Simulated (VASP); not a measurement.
The system is Te.

```xyz
4
Lattice="9.2140 0.0000 0.0000 0.0000 3.1522 0.0000 0.0000 0.0000 4.4566" Properties=species:S:1:pos:R:3 pbc="T T T"
Te    6.9105    1.5761    2.3202
Te    2.3035    1.5761    2.1364
Te    0.0000    1.5761    0.0000
Te    4.6070    1.5761    0.0000
```

Base run:

* Program: VASP 6.6.1
* Functional: PBEsol
* Potentials or basis: VASP PAW PBE potentials, release 64 (Te)
* Cutoff: 520 eV
* k mesh: 3 × 7 × 5
* Occupations: methfessel-paxton, width 0.01 eV
* Spin: no spin polarisation

Its results: band gap on the k mesh zero (bands 12 and 13 overlap by 3.54 eV); pressure -1.8 GPa; largest force 0.128 eV/Å.

**Question.** The run is repeated on the same cell with these changes: functional from PBEsol to BLYP. What comes out?

**Answer.** Band gap on the k mesh zero (bands 12 and 13 overlap by 3.42 eV); pressure 5.2 GPa; largest force 0.106 eV/Å.

BLYP binds less tightly than PBEsol, so the same cell stands under more pressure.

Caveats: the PAW data sets were made with another functional, which shifts forces and pressure a little; spin-orbit coupling is left out, which moves the levels of the heavy elements; the cell stands under pressure (at least some runs).
